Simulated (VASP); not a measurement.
Here is a VASP 6.6.1 calculation.

INCAR

```
  PREC = Accurate
  ENCUT = 600
  EDIFF = 1E-7
  ISMEAR = -1
  SIGMA = 0.05
  LREAL = F
  LASPH = T
  NELM = 60
  ALGO = Normal
  ISIF = 3
  LWAVE = F
  LCHARG = F
  GGA = PS
  IVDW = 13
  IBRION = 2
  NSW = 80
  EDIFFG = -0.005
```

Contents of KPOINTS:

```
regular mesh
0
Gamma
  11 11 11
```

File POSCAR:

```
Ag
1.0
   -1.6556540000      1.6556540000      1.6556540000
    1.6556540000     -1.6556540000      1.6556540000
    1.6556540000      1.6556540000     -1.6556540000
Ag
1
Direct
    0.0000000000      0.0000000000      0.0000000000
```

Potentials or basis: VASP PAW PBE potentials, release 64 (Ag).

The run is started by

```console
$ cat potpaw_PBE.64/Ag/POTCAR > POTCAR
$ mpirun -np 1 vasp_std > vasp.out
```

Question: What does it give for the relaxed volume?

Answer: 16.34 Å³/atom.

Question: Predict the relaxed cell.

Answer: a = 2.769 Å, b = 2.769 Å, c = 2.769 Å, α = 109.47°, β = 109.47°, γ = 109.47°.

Question: What does it give for the dispersion energy per atom?

Answer: -0.344 eV.

Question: Estimate the space group after relaxing (to 0.05 Å).

Answer: Im-3m (No. 229).

The path:
```tsv
step	energy change (eV)	largest force (eV/Å)	pressure (GPa)	volume (Å³)
1	0.0000	0.0000	-10.04	18.15
2	-0.0347	0.0000	9.77	15.33
3	-0.0636	0.0000	-0.08	16.35
4	-0.0636	0.0000	0.17	16.32
5	-0.0636	0.0000	-0.09	16.36
6	-0.0636	0.0000	0.00	16.34
```

Caveat: the PAW data sets were made with another functional, which shifts forces and pressure a little; pairwise dispersion overbinds metals, which lowers pressure and volume.
